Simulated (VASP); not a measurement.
# NaAl2O3 (I4/mmm) in VASP: relaxation of cell and atoms with PBE

Aim: the relaxation of cell and atoms of NaAl2O3 with PBE.

Program: VASP 6.6.1. These are calculated values, not measurements. Logs are shortened: lines on timing, memory, paths and dates and some standing lists are left out, and cuts for length are marked.

## (1) The cell of the first run

The structure is tetragonal, space group I4/mmm (No. 139). The conventional cell has a = 3.723 Å, b = 3.723 Å, c = 10.071 Å, α = 90.00°, β = 90.00°, γ = 90.00°. Na (site symmetry 4/mmm) has 12 O at 2.63 to 3.13 Å and 10 Al at 3.19 to 3.24 Å within 3.5 Å. Al (site symmetry 4mm) has 5 O at 1.80 to 2.00 Å within 2.4 Å. O (site symmetry -4m2) has 4 Al at 2.00 Å and 4 O at 2.63 Å within 2.7 Å. O (site symmetry 4/mmm) has 2 Al at 1.80 Å within 2.4 Å.

The cell was generated, and may not be a known phase.

## (2) Relaxation of cell and atoms, PBE

The input, INCAR:

```
  PREC = Accurate
  ENCUT = 600
  EDIFF = 1E-6
  ISMEAR = 0
  SIGMA = 0.1
  LREAL = F
  LASPH = T
  NELM = 100
  ALGO = Normal
  ISIF = 3
  LWAVE = F
  LCHARG = F
  GGA = PE
  IBRION = 2
  NSW = 100
  EDIFFG = -0.01
```

The input, KPOINTS:

```
regular mesh
0
Gamma
  12 12 12
```

The input, POSCAR:

```
NaAl2O3
1.0
   -1.8614263228      1.8614263228      5.0353586969
    1.8614263228     -1.8614263228      5.0353586969
    1.8614263228      1.8614263228     -5.0353586969
Na Al O
1 2 3
Direct
    0.5000000000      0.5000000000      0.0000000000
    0.8216689432      0.8216689432      0.0000000000
    0.1783310568      0.1783310568      0.0000000000
    0.2500000000      0.7500000000      0.5000000000
    0.7500000000      0.2500000000      0.5000000000
    0.0000000000      0.0000000000      0.0000000000
```

Potentials or basis: VASP PAW PBE potentials, release 64 (Na_pv, Al, O).

Run with:

```bash
cat potpaw_PBE.64/Na_pv/POTCAR potpaw_PBE.64/Al/POTCAR potpaw_PBE.64/O/POTCAR > POTCAR
mpirun -np 1 vasp_std > vasp.out
```

OUTCAR:

```text
PREC = Accurate
   ENCUT = 600
   EDIFF = 1E-6
   ISMEAR = 0
   LREAL = F
   LASPH = T
   NELM = 100
   ISIF = 3
   GGA = PE
   IBRION = 2
   NSW = 100
   EDIFFG = -0.01

 ion  position               nearest neighbor table
   1  0.500  0.500  0.000-
   2  0.822  0.822  0.000-   6 1.80   5 2.00   4 2.00   5 2.00   4 2.00   3 3.00   3 3.00   3 3.00
                             3 3.00
   3  0.178  0.178  0.000-   6 1.80   4 2.00   5 2.00   4 2.00   5 2.00   2 3.00   2 3.00   2 3.00
                             2 3.00
   4  0.250  0.750  0.500-   2 2.00   3 2.00   2 2.00   3 2.00
   5  0.750  0.250  0.500-   2 2.00   3 2.00   2 2.00   3 2.00
   6  0.000  0.000  0.000-   2 1.80   3 1.80

  LATTYP: Found a body centered tetragonal cell.
 ALAT       =     3.7228526456
 C/A-ratio  =     2.7051077097

  Lattice vectors:

 A1 = (  -1.8614263228,   1.8614263228,   5.0353586969)
 A2 = (   1.8614263228,  -1.8614263228,   5.0353586969)
 A3 = (   1.8614263228,   1.8614263228,  -5.0353586969)

Analysis of symmetry for initial positions (statically):
=====================================================================
 Subroutine PRICEL returns:
 Original cell was already a primitive cell.

 Routine SETGRP: Setting up the symmetry group for a
 body centered tetragonal supercell.

 Subroutine GETGRP returns: Found 16 space group operations
 (whereof 16 operations were pure point group operations)
 out of a pool of 16 trial point group operations.

The static configuration has the point symmetry D_4h.

Analysis of symmetry for dynamics (positions and initial velocities):
=====================================================================
 Subroutine PRICEL returns:
 Original cell was already a primitive cell.

 Routine SETGRP: Setting up the symmetry group for a
 body centered tetragonal supercell.

 Subroutine GETGRP returns: Found 16 space group operations
 (whereof 16 operations were pure point group operations)
 out of a pool of 16 trial point group operations.

The dynamic configuration has the point symmetry D_4h.

 Subroutine INISYM returns: Found 16 space group operations
 (whereof 16 operations are pure point group operations),
 and found     1 'primitive' translations

----------------------------------------------------------------------------------------

                                     Primitive cell

  volume of cell :      69.7882

  direct lattice vectors                    reciprocal lattice vectors
    -1.861426323  1.861426323  5.035358697     0.000000000  0.268611222  0.099297792
     1.861426323 -1.861426323  5.035358697     0.268611222  0.000000000  0.099297792
     1.861426323  1.861426323 -5.035358697     0.268611222  0.268611222  0.000000000

  length of vectors
     5.681958563  5.681958563  5.681958563     0.286377444  0.286377444  0.379873634

  position of ions in fractional coordinates (direct lattice)
     0.500000000  0.500000000  0.000000000
     0.821668943  0.821668943  0.000000000
     0.178331057  0.178331057  0.000000000
     0.250000000  0.750000000  0.500000000
     0.750000000  0.250000000  0.500000000
     0.000000000  0.000000000  0.000000000

  ion indices of the primitive-cell ions
   primitive index   ion index
                 1           1
                 2           2
                 3           3
                 4           4
                 5           5
                 6           6

----------------------------------------------------------------------------------------

 KPOINTS: regular mesh

Automatic generation of k-mesh.
 Grid dimensions read from file:
 generate k-points for:   12   12   12

 Generating k-lattice:

  Cartesian coordinates                     Fractional coordinates (reciprocal lattice)
     0.000000000  0.022384269  0.008274816     0.083333333  0.000000000  0.000000000
     0.022384269  0.000000000  0.008274816     0.000000000  0.083333333  0.000000000
     0.022384269  0.022384269  0.000000000     0.000000000  0.000000000  0.083333333

  Length of vectors
     0.023864787  0.023864787  0.031656136

  Shift w.r.t. Gamma in fractional coordinates (k-lattice)
     0.000000000  0.000000000  0.000000000

 Subroutine IBZKPT returns following result:
 ===========================================

 Found    163 irreducible k-points:

 Following reciprocal coordinates:
            Coordinates               Weight
  0.000000  0.000000  0.000000      1.000000
  0.083333  0.000000 -0.000000      8.000000
  0.166667  0.000000 -0.000000      8.000000
  0.250000  0.000000 -0.000000      8.000000
  0.333333  0.000000  0.000000      8.000000
  0.416667  0.000000 -0.000000      8.000000
[... 16 lines left out ...]
  0.500000  0.166667 -0.000000     16.000000
 -0.416667  0.166667  0.000000     16.000000
 [... further k-points ...]
   k-points           NKPTS =    163   k-points in BZ     NKDIM =    163   number of bands    NBANDS=     19
   number of dos      NEDOS =    301   number of ions     NIONS =      6
   total plane-waves  NPLWV = 110592
   dimension x,y,z NGX =    48 NGY =   48 NGZ =   48
   dimension x,y,z NGXF=    96 NGYF=   96 NGZF=   96
   ions per type =               1   2   3
   NGX,Y,Z   is equivalent  to a cutoff of  14.04, 14.04, 14.04 a.u.
   NGXF,Y,Z  is equivalent  to a cutoff of  28.09, 28.09, 28.09 a.u.
 SYSTEM =  unknown system
   PREC   = accura    normal or accurate (medium, high low for compatibility)
   ISTART =      0    job   : 0-new  1-cont  2-samecut
   ICHARG =      2    charge: 1-file 2-atom 10-const
   ISPIN  =      1    spin polarized calculation?
   LNONCOLLINEAR =      F non collinear calculations
   LSORBIT =      F    spin-orbit coupling
   LASPH  =      T    aspherical Exc in radial PAW
   ENCUT  =  600.0 eV  44.10 Ry    6.64 a.u.  11.35 11.35 11.35*2*pi/ulx,y,z
   NELM   =    100;   NELMIN=  2; NELMDL= -5     # of ELM steps
   EDIFF  = 0.1E-05   stopping-criterion for ELM
   LREAL  =      F    real-space projection
   EDIFFG = -.1E-01   stopping-criterion for IOM
   NSW    =    100    number of steps for IOM
   IBRION =      2    ionic relax: 0-MD 1-quasi-New 2-CG
   NFREE  =      1    steps in history (QN), initial steepest desc. (CG)
   ISIF   =      3    stress and relaxation
   ISYM   =      2    0-nonsym 1-usesym 2-fastsym
   POTIM  = 0.5000    time-step for ionic-motion
   TEBEG  =    0.0;   TEEND  =   0.0 temperature during run
   PSTRESS=    0.0 pullay stress
   NELECT =      31.0000    total number of electrons
   NUPDOWN=      -1.0000    fix difference up-down
   EMIN   =  10.00;   EMAX   =-10.00  energy-range for DOS
   EFERMI =   0.00;   METHOD = LEGACY
   ISMEAR =     0;   SIGMA  =   0.10  broadening in eV -4-tet -1-fermi 0-gaus
   EFERMI_NEDOS =   21; number of points for ismear=-14 and -15
   IALGO  =     38    algorithm
   IMIX   =      4    mixing-type and parameters
     AMIX     =   0.40;   BMIX     =  1.00
     AMIX_MAG =   1.60;   BMIX_MAG =  1.00
  volume/ion in A,a.u.               =      11.63        78.49
  Fermi-wavevector in a.u.,A,eV,Ry     =   1.249112  2.360479 21.228907  1.560281
  Thomas-Fermi vector in A             =   2.383168
   LORBIT       =      0    0 simple, 1 ext, 2 COOP (PROOUT), +10 PAW based schemes
   GGA     = PE    functional components
   LHFCALC =     F    Hartree Fock is set to
   AEXX    =    0.0000 exact exchange contribution
   IVDW    =     0    specifies the selected vdW correction
   LEPSILON=     F    determine dielectric tensor
   LRPA    =     F    only Hartree local field effects (RPA)
 conjugate gradient relaxation of ions
 non-spin polarized calculation
 Gauss-broadening in eV      SIGMA  =   0.10
  energy-cutoff  :      600.00
  volume of cell :       69.79
 maximum number of plane-waves:      2372
 NGX is ok and might be reduce to    48
   NGX = 23   NGY = 23   NGZ = 23

--------------------------------------- Ionic step        1  -------------------------------------------

 number of electron      30.9999994 magnetization

 Free energy of the ion-electron system (eV)
  ---------------------------------------------------
  ext. energy  EPLUGINS =         0.00000000
  ---------------------------------------------------
  free energy    TOTEN  =       -36.53160626 eV

  energy without entropy =      -36.52584074  energy(sigma->0) =      -36.52872350

------------------------ aborting loop because EDIFF is reached ----------------------------------------

  FORCE on cell =-STRESS in cart. coord.  units (eV):
  Direction    XX          YY          ZZ          XY          YZ          ZX
  --------------------------------------------------------------------------------------
  -------------------------------------------------------------------------------------
  Total       -0.1482019     -0.1482019      0.1119414      0.0000000     -0.0000000      0.0000000
  in kB       -3.4023752     -3.4023752      2.5699167      0.0000000     -0.0000000      0.0000000
  external PRESSURE =      -1.4116112 kB  Pullay stress =       0.0000000 kB
[... 305 lines left out ...]
  energy  without entropy=      -36.5265827837  energy(sigma->0) =      -36.52950437

--------------------------------------- Ionic step        9  -------------------------------------------

 number of electron      30.9999995 magnetization

 Free energy of the ion-electron system (eV)
  ---------------------------------------------------
  ext. energy  EPLUGINS =         0.00000000
  ---------------------------------------------------
  free energy    TOTEN  =       -36.53243828 eV

  energy without entropy =      -36.52659453  energy(sigma->0) =      -36.52951641

 E-fermi :   8.7059     XC(G=0): -10.1825

 val. band max:        8.6934805861   @ k =  -0.1667  -0.1667   0.1667
 cond. band min:       8.7101738304   @ k =   0.2500   0.1667   0.0833
 fundamental gap:      0.0166932443
 Fermi energy:         8.7058966604

 k-point     1 :       0.0000    0.0000    0.0000
  band No.  band energies     occupation
      1     -17.9847      2.00000
      2     -17.8847      2.00000
      3     -17.8847      2.00000
      4     -15.1813      2.00000
      5     -13.0319      2.00000
      6     -12.9467      2.00000
[... 11 lines left out ...]
     18      10.5370      0.00000
     19      12.5610      0.00000
[... 489 lines left out ...]
      3     -17.8880      2.00000
      4     -14.3323      2.00000
      5     -13.8255      2.00000
      6     -12.9025      2.00000
[... 11 lines left out ...]
     18      10.4790      0.00000
     19      12.2587      0.00000

 [... further k-points ...]

------------------------ aborting loop because EDIFF is reached ----------------------------------------

  FORCE on cell =-STRESS in cart. coord.  units (eV):
  Direction    XX          YY          ZZ          XY          YZ          ZX
  --------------------------------------------------------------------------------------
  -------------------------------------------------------------------------------------
  Total       -0.0086541     -0.0086541     -0.0003459      0.0000000      0.0000000     -0.0000000
  in kB       -0.1989480     -0.1989480     -0.0079517      0.0000000      0.0000000     -0.0000000
  external PRESSURE =      -0.1352826 kB  Pullay stress =       0.0000000 kB
[... 21 lines left out ...]
  FREE ENERGIE OF THE ION-ELECTRON SYSTEM (eV)
  ---------------------------------------------------
  free  energy   TOTEN  =       -36.5324382834 eV

  energy  without entropy=      -36.5265945319  energy(sigma->0) =      -36.52951641

 reached required accuracy - stopping structural energy minimisation
```

Wall time 26 min (1 thread of Intel Xeon Platinum 8259CL at 2.50GHz (Skylake/Cascade Lake), shared host); peak memory 0.5 GiB.

Results:

```
Free energy                           : -36.5324 eV
Relaxed volume                        : 11.62 Å³/atom
Relaxed cell                          : a = 5.702 Å, b = 5.702 Å, c = 5.702 Å, α = 142.02°, β = 142.02°, γ = 54.80°
Space group after relaxing (to 0.1 Å) : I4/mmm (No. 139)
Energy gained by relaxing             : 0.1 meV/atom
Ionic steps                           : 9
Pressure after relaxing               : 0.0 GPa
Band gap on the k mesh                : zero (an odd number of electrons rules out a gap without spin polarisation)
```

Forces in eV/Å, atoms in the order of the input:
```
Na   0.000  0.000  0.000
Al   0.000  0.000 -0.002
Al   0.000  0.000  0.002
O    0.000  0.000  0.000
O    0.000  0.000  0.000
O    0.000  0.000  0.000
```

The path:
```tsv
step	energy change (eV)	largest force (eV/Å)	pressure (GPa)	volume (Å³)
1	0.0000	0.0063	-0.14	69.79
2	-0.0003	0.0313	0.04	69.68
3	-0.0004	0.0435	0.11	69.63
4	-0.0004	0.0686	0.28	69.53
5	-0.0004	0.0494	0.12	69.61
6	-0.0007	0.0208	0.10	69.63
7	-0.0008	0.0181	0.06	69.66
8	-0.0008	0.0091	-0.08	69.72
9	-0.0008	0.0022	-0.01	69.69
```

Final structure:
```
CELL_PARAMETERS angstrom
-1.85526 1.85526 5.06200
1.85526 -1.85526 5.06200
1.85526 1.85526 -5.06200
ATOMIC_POSITIONS crystal
Na 0.50000 0.50000 0.00000
Al 0.82231 0.82231 0.00000
Al 0.17769 0.17769 0.00000
O 0.25000 0.75000 0.50000
O 0.75000 0.25000 0.50000
O 0.00000 0.00000 0.00000
```

Caveat: an odd number of electrons without spin polarisation forces a metal; a magnetic or distorted state may lie lower.
